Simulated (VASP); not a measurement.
A run of VASP 6.6.1:

File INCAR:

```
SYSTEM = Os
PREC = Accurate
ENCUT = 520
EDIFF = 1E-6
ISMEAR = -1
SIGMA = 0.1
LREAL = .False.
LASPH = .True.
NELM = 100
ALGO = Normal
ISIF = 2
LWAVE = .False.
LCHARG = .False.
GGA = PE
NBANDS = 15
```

Contents of KPOINTS:

```
regular mesh
0
Gamma
  11 11 6
  0 0 0
```

File POSCAR:

```
Os
1.0
    2.6397445265      0.0000000000      0.0000000000
   -1.3198722632      2.2860857649      0.0000000000
    0.0000000000      0.0000000000      4.1706244947
Os
2
Direct
    0.3333333333      0.6666666667      0.2500000000
    0.6666666667      0.3333333333      0.7500000000
```

Potentials or basis: VASP PAW PBE potentials, release 64 (Os).

The run is started by

```sh
$ cat potpaw_PBE.64/Os/POTCAR > POTCAR
$ mpirun -np 1 vasp_std > vasp.out
```

Hardware: 1 thread of Intel(R) Xeon(R) 6975P-C (Granite Rapids) (shared host).

Q: Estimate the wall time of this run.

A: It took 8.4 s on 1 thread of Intel(R) Xeon(R) 6975P-C (Granite Rapids), on a shared host, peak memory 0.14 GiB. Counts: scf iterations 12, k points 64.
